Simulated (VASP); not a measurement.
# Mg (P6_3/mmc) in VASP: notebook

Runs on Mg. Level: PBEsol. Tasks: single point.

Program: VASP 6.6.1. These are calculated values, not measurements. Logs are shortened: lines on timing, memory, paths and dates and some standing lists are left out, and cuts for length are marked.

## (1) The cell of the first run

The structure is hexagonal, space group P6_3/mmc (No. 194). Conventional cell: a = 3.046 Å, b = 3.046 Å, c = 4.931 Å, α = 90.00°, β = 90.00°, γ = 120.00°. Within 4.0 Å of Mg (site symmetry -6m2) lie 12 Mg at 3.03 to 3.05 Å.

## (2) Single point, PBEsol (volume scaled by 0.880)

Input file INCAR:

```
  ALGO = Normal
  EDIFF = 1E-7
  ENCUT = 520
  GGA = PS
  ISIF = 2
  ISMEAR = 0
  LASPH = T
  LCHARG = F
  LREAL = F
  LWAVE = F
  NBANDS = 9
  NELM = 100
  PREC = Accurate
  SIGMA = 0.05
```

Input file KPOINTS:

```
k-points
0
Gamma
  16 16 10
```

Input file POSCAR:

```
Mg
1.0
    3.0460654671      0.0000000000      0.0000000000
   -1.5230327335      2.6379700761      0.0000000000
    0.0000000000      0.0000000000      4.9306377420
Mg
2
Direct
    0.3333333333      0.6666666667      0.2500000000
    0.6666666667      0.3333333333      0.7500000000
```

Potentials or basis: VASP PAW PBE potentials, release 64 (Mg).

Started as:

```sh
$ cat potpaw_PBE.64/Mg/POTCAR > POTCAR
$ mpirun -np 1 vasp_std > vasp.out
```

OUTCAR:

```text
EDIFF = 1E-7
   ENCUT = 520
   GGA = PS
   ISIF = 2
   ISMEAR = 0
   LASPH = T
   LREAL = F
   NELM = 100
   PREC = Accurate

 ion  position               nearest neighbor table
   1  0.333  0.667  0.250-   2 3.03   2 3.03   2 3.03   2 3.03   2 3.03   2 3.03
   2  0.667  0.333  0.750-   1 3.03   1 3.03   1 3.03   1 3.03   1 3.03   1 3.03

  LATTYP: Found a hexagonal cell.
 ALAT       =     3.0460654671
 C/A-ratio  =     1.6186906668

  Lattice vectors:

 A1 = (   3.0460654671,   0.0000000000,   0.0000000000)
 A2 = (  -1.5230327335,   2.6379700761,   0.0000000000)
 A3 = (   0.0000000000,   0.0000000000,   4.9306377420)

Analysis of symmetry for initial positions (statically):
=====================================================================
 Subroutine PRICEL returns:
 Original cell was already a primitive cell.

 Routine SETGRP: Setting up the symmetry group for a
 hexagonal supercell.

 Subroutine GETGRP returns: Found 24 space group operations
 (whereof 12 operations were pure point group operations)
 out of a pool of 24 trial point group operations.

The static configuration has the point symmetry D_3d.
 The point group associated with its full space group is D_6h.

Analysis of symmetry for dynamics (positions and initial velocities):
=====================================================================
 Subroutine PRICEL returns:
 Original cell was already a primitive cell.

 Routine SETGRP: Setting up the symmetry group for a
 hexagonal supercell.

 Subroutine GETGRP returns: Found 24 space group operations
 (whereof 12 operations were pure point group operations)
 out of a pool of 24 trial point group operations.

The dynamic configuration has the point symmetry D_3d.
 The point group associated with its full space group is D_6h.

 Subroutine INISYM returns: Found 24 space group operations
 (whereof 12 operations are pure point group operations),
 and found     1 'primitive' translations

----------------------------------------------------------------------------------------

                                     Primitive cell

  volume of cell :      39.6198

  direct lattice vectors                    reciprocal lattice vectors
     3.046065467  0.000000000  0.000000000     0.328292353  0.189539678  0.000000000
    -1.523032734  2.637970076  0.000000000     0.000000000  0.379079357  0.000000000
     0.000000000  0.000000000  4.930637742     0.000000000  0.000000000  0.202813521

  length of vectors
     3.046065467  3.046065467  4.930637742     0.379079357  0.379079357  0.202813521

  position of ions in fractional coordinates (direct lattice)
     0.333333333  0.666666667  0.250000000
     0.666666667  0.333333333  0.750000000

  ion indices of the primitive-cell ions
   primitive index   ion index
                 1           1
                 2           2

----------------------------------------------------------------------------------------

 KPOINTS: k-points

Automatic generation of k-mesh.
 Grid dimensions read from file:
 generate k-points for:   16   16   10

 Generating k-lattice:

  Cartesian coordinates                     Fractional coordinates (reciprocal lattice)
     0.020518272  0.011846230  0.000000000     0.062500000  0.000000000  0.000000000
     0.000000000  0.023692460  0.000000000     0.000000000  0.062500000  0.000000000
     0.000000000  0.000000000  0.020281352     0.000000000  0.000000000  0.100000000

  Length of vectors
     0.023692460  0.023692460  0.020281352

  Shift w.r.t. Gamma in fractional coordinates (k-lattice)
     0.000000000  0.000000000  0.000000000

 Subroutine IBZKPT returns following result:
 ===========================================

 Found    180 irreducible k-points:

 Following reciprocal coordinates:
            Coordinates               Weight
  0.000000  0.000000  0.000000      1.000000
  0.062500  0.000000  0.000000      6.000000
  0.125000  0.000000  0.000000      6.000000
  0.187500  0.000000  0.000000      6.000000
  0.250000  0.000000  0.000000      6.000000
  0.312500  0.000000  0.000000      6.000000
[... 16 lines left out ...]
  0.187500  0.187500  0.000000      6.000000
  0.250000  0.187500  0.000000     12.000000
 [... further k-points ...]
   k-points           NKPTS =    180   k-points in BZ     NKDIM =    180   number of bands    NBANDS=      9
   number of dos      NEDOS =    301   number of ions     NIONS =      2
   total plane-waves  NPLWV =  23040
   dimension x,y,z NGX =    24 NGY =   24 NGZ =   40
   dimension x,y,z NGXF=    48 NGYF=   48 NGZF=   80
   ions per type =               2
   NGX,Y,Z   is equivalent  to a cutoff of  13.10, 13.10, 13.49 a.u.
   NGXF,Y,Z  is equivalent  to a cutoff of  26.20, 26.20, 26.97 a.u.
 SYSTEM =  unknown system
   PREC   = accura    normal or accurate (medium, high low for compatibility)
   ISTART =      0    job   : 0-new  1-cont  2-samecut
   ICHARG =      2    charge: 1-file 2-atom 10-const
   ISPIN  =      1    spin polarized calculation?
   LNONCOLLINEAR =      F non collinear calculations
   LSORBIT =      F    spin-orbit coupling
   LASPH  =      T    aspherical Exc in radial PAW
   ENCUT  =  520.0 eV  38.22 Ry    6.18 a.u.   5.66  5.66  9.17*2*pi/ulx,y,z
   NELM   =    100;   NELMIN=  2; NELMDL= -5     # of ELM steps
   EDIFF  = 0.1E-06   stopping-criterion for ELM
   LREAL  =      F    real-space projection
   EDIFFG = 0.1E-05   stopping-criterion for IOM
   NSW    =      0    number of steps for IOM
   IBRION =     -1    ionic relax: 0-MD 1-quasi-New 2-CG
   NFREE  =      0    steps in history (QN), initial steepest desc. (CG)
   ISIF   =      2    stress and relaxation
   ISYM   =      2    0-nonsym 1-usesym 2-fastsym
   POTIM  = 0.5000    time-step for ionic-motion
   TEBEG  =    0.0;   TEEND  =   0.0 temperature during run
   PSTRESS=    0.0 pullay stress
   NELECT =       4.0000    total number of electrons
   NUPDOWN=      -1.0000    fix difference up-down
   EMIN   =  10.00;   EMAX   =-10.00  energy-range for DOS
   EFERMI =   0.00;   METHOD = LEGACY
   ISMEAR =     0;   SIGMA  =   0.05  broadening in eV -4-tet -1-fermi 0-gaus
   EFERMI_NEDOS =   21; number of points for ismear=-14 and -15
   IALGO  =     38    algorithm
   IMIX   =      4    mixing-type and parameters
     AMIX     =   0.40;   BMIX     =  1.00
     AMIX_MAG =   1.60;   BMIX_MAG =  1.00
  volume/ion in A,a.u.               =      19.81       133.68
  Fermi-wavevector in a.u.,A,eV,Ry     =   0.762297  1.440532  7.906297  0.581096
  Thomas-Fermi vector in A             =   1.861727
   LORBIT       =      0    0 simple, 1 ext, 2 COOP (PROOUT), +10 PAW based schemes
   GGA     = PS    functional components
   LHFCALC =     F    Hartree Fock is set to
   AEXX    =    0.0000 exact exchange contribution
   IVDW    =     0    specifies the selected vdW correction
   LEPSILON=     F    determine dielectric tensor
   LRPA    =     F    only Hartree local field effects (RPA)
 non-spin polarized calculation
 Gauss-broadening in eV      SIGMA  =   0.05
  energy-cutoff  :      520.00
  volume of cell :       39.62
 maximum number of plane-waves:      1093
 NGX is ok and might be reduce to    24
   NGX = 11   NGY = 11   NGZ = 19

 number of electron       4.0000000 magnetization

 Free energy of the ion-electron system (eV)
  ---------------------------------------------------
  ext. energy  EPLUGINS =         0.00000000
  ---------------------------------------------------
  free energy    TOTEN  =        -3.34801596 eV

  energy without entropy =       -3.34701527  energy(sigma->0) =       -3.34751561

 E-fermi :   3.4217     XC(G=0):  -9.0093

 val. band max:        3.4191322562   @ k =   0.3125   0.2500   0.2000
 cond. band min:       3.4281335445   @ k =   0.1250   0.0000   0.1000
 fundamental gap:      0.0090012883
 Fermi energy:         3.4217279578

 k-point     1 :       0.0000    0.0000    0.0000
  band No.  band energies     occupation
      1      -4.1846      2.00000
      2       1.4909      2.00000
      3       2.2010      2.00000
      4      15.1717      0.00000
      5      15.1717      0.00000
      6      15.5965      0.00000
      7      15.5965      0.00000
      8      16.1200      0.00000
      9      18.2211      0.00000

 k-point     2 :       0.0625    0.0000    0.0000
  band No.  band energies     occupation
      1      -4.0999      2.00000
      2       1.5668      2.00000
      3       2.2821      2.00000
      4      13.5122      0.00000
      5      14.3562      0.00000
      6      15.1709      0.00000
      7      16.5068      0.00000
      8      16.9502      0.00000
      9      18.4637      0.00000

 k-point     3 :       0.1250    0.0000    0.0000
  band No.  band energies     occupation
      1      -3.8461      2.00000
      2       1.7947      2.00000
      3       2.5232      2.00000
      4      11.4476      0.00000
      5      13.4852      0.00000
      6      14.1560      0.00000
      7      16.4726      0.00000
      8      17.1288      0.00000
      9      17.5482      0.00000

 k-point     4 :       0.1875    0.0000    0.0000
  band No.  band energies     occupation
      1      -3.4250      2.00000
      2       2.1748      2.00000
      3       2.9156      2.00000
      4       9.4530      0.00000
      5      12.7412      0.00000
      6      13.0727      0.00000
      7      14.4630      0.00000
      8      16.2334      0.00000
      9      17.4125      0.00000
[... 205 lines left out ...]
 k-point    22 :       0.4375    0.1250    0.0000
  band No.  band energies     occupation
      1       1.2216      2.00000
      2       1.3727      2.00000
      3       6.5213      0.00000
      4       6.7172      0.00000
      5       6.7267      0.00000
      6       7.3508      0.00000
      7       9.6497      0.00000
      8      12.8024      0.00000
      9      14.3875      0.00000

 k-point    23 :       0.1875    0.1875    0.0000
  band No.  band energies     occupation
      1      -1.9268      2.00000
      2       3.5474      0.00038
      3       4.1650      0.00000
      4       6.8203      0.00000
      5       7.6901      0.00000
      6      11.9052      0.00000
      7      12.4899      0.00000
      8      13.0171      0.00000
      9      14.1906      0.00000

 k-point    24 :       0.2500    0.1875    0.0000
  band No.  band energies     occupation
      1      -1.1067      2.00000
      2       4.3124      0.00000
      3       4.4695      0.00000
      4       5.6629      0.00000
      5       7.1358      0.00000
      6      10.4438      0.00000
      7      11.7860      0.00000
      8      11.8508      0.00000
      9      13.5211      0.00000

 [... further k-points ...]

------------------------ aborting loop because EDIFF is reached ----------------------------------------

  FORCE on cell =-STRESS in cart. coord.  units (eV):
  Direction    XX          YY          ZZ          XY          YZ          ZX
  --------------------------------------------------------------------------------------
  -------------------------------------------------------------------------------------
  Total        1.5441477      1.5441477      1.5149788      0.0000000     -0.0000000      0.0000000
  in kB       62.4434974     62.4434974     61.2639427      0.0000000     -0.0000000      0.0000000
  external PRESSURE =      62.0503125 kB  Pullay stress =       0.0000000 kB

 VOLUME and BASIS-vectors are now :
 -----------------------------------------------------------------------------
  energy-cutoff  :      520.00
  volume of cell :       39.62
      direct lattice vectors                 reciprocal lattice vectors
     3.046065467  0.000000000  0.000000000     0.328292353  0.189539678  0.000000000
    -1.523032734  2.637970076  0.000000000     0.000000000  0.379079357  0.000000000
     0.000000000  0.000000000  4.930637742     0.000000000  0.000000000  0.202813521

 POSITION                                       TOTAL-FORCE (eV/Angst)
 -----------------------------------------------------------------------------------
     -0.00000      1.75865      1.23266        -0.000000     -0.000000      0.000000
      1.52303      0.87932      3.69798         0.000000      0.000000      0.000000
 -----------------------------------------------------------------------------------
    total drift:                               -0.000000      0.000000     -0.000000

  FREE ENERGIE OF THE ION-ELECTRON SYSTEM (eV)
  ---------------------------------------------------
  free  energy   TOTEN  =        -3.3480159636 eV

  energy  without entropy=       -3.3470152652  energy(sigma->0) =       -3.34751561
```

It took 20 s on 1 thread of Intel Xeon 6975P-C (Granite Rapids), shared host; peak memory 0.2 GiB.

What came out:

- Free energy: -3.3480 eV
- Pressure: 6.2 GPa
- Band gap on the k mesh: zero (band 2 reaches 4.43 eV, above the bottom of band 3 at 2.20 eV)

Stress tensor (GPa, compression positive):
```
6.24 0.00 0.00
0.00 6.24 0.00
0.00 0.00 6.13
```

Caveat: the PAW data sets were made with another functional, which shifts forces and pressure a little.

## (3) Single point, PBEsol (volume scaled by 0.720)

Input file INCAR:

```
SYSTEM = Mg
PREC = Accurate
ENCUT = 520
EDIFF = 1E-6
ISMEAR = 0
SIGMA = 0.05
LREAL = .False.
LASPH = .True.
NELM = 100
ALGO = Fast
ISIF = 2
LWAVE = .False.
LCHARG = .False.
GGA = PS
NBANDS = 9
```

Input file KPOINTS:

```
Automatic mesh
0
Gamma
  18 18 10
  0 0 0
```

Input file POSCAR:

```
Mg
1.0
    2.8512141591      0.0000000000      0.0000000000
   -1.4256070795      2.4692238934      0.0000000000
    0.0000000000      0.0000000000      4.6043858235
Mg
2
Direct
    0.3333333333      0.6666666667      0.2500000000
    0.6666666667      0.3333333333      0.7500000000
```

Potentials or basis: VASP PAW PBE potentials, release 64 (Mg).

Started as:

```sh
$ cat potpaw_PBE.64/Mg/POTCAR > POTCAR
$ mpirun -np 1 vasp_std > vasp.out
```

Wall time 22 s (1 thread of Intel Xeon 6975P-C (Granite Rapids), shared host); peak memory 0.19 GiB.

The run converged. Its results:

```
Free energy            : -2.7418 eV
Pressure               : 23.6 GPa
Band gap on the k mesh : zero (band 2 reaches 5.66 eV, above the bottom of band 3 at 3.51 eV)
```

Levels at points of the mesh, in eV from the Fermi level:
| k point | band 1 | band 2 | band 3 | band 4 | band 5 | band 6 | band 7 |
| --- | --- | --- | --- | --- | --- | --- | --- |
| (0.00, 0.00, 0.00) | -8.57 | -2.23 | -1.18 | 13.00 | 13.00 | 13.89 | 13.89 |
| (0.50, 0.00, 0.00) | -2.80 | -2.47 | 3.12 | 3.28 | 4.46 | 4.51 | 8.88 |
| (0.00, 0.00, 0.50) | -6.80 | -6.80 | 6.24 | 6.24 | 13.79 | 13.79 | 13.79 |
| (0.50, 0.00, 0.50) | -1.49 | -1.49 | -0.37 | -0.37 | 9.23 | 9.23 | 10.19 |

Caveat: the PAW data sets were made with another functional, which shifts forces and pressure a little.

[end of part 1 of 2]
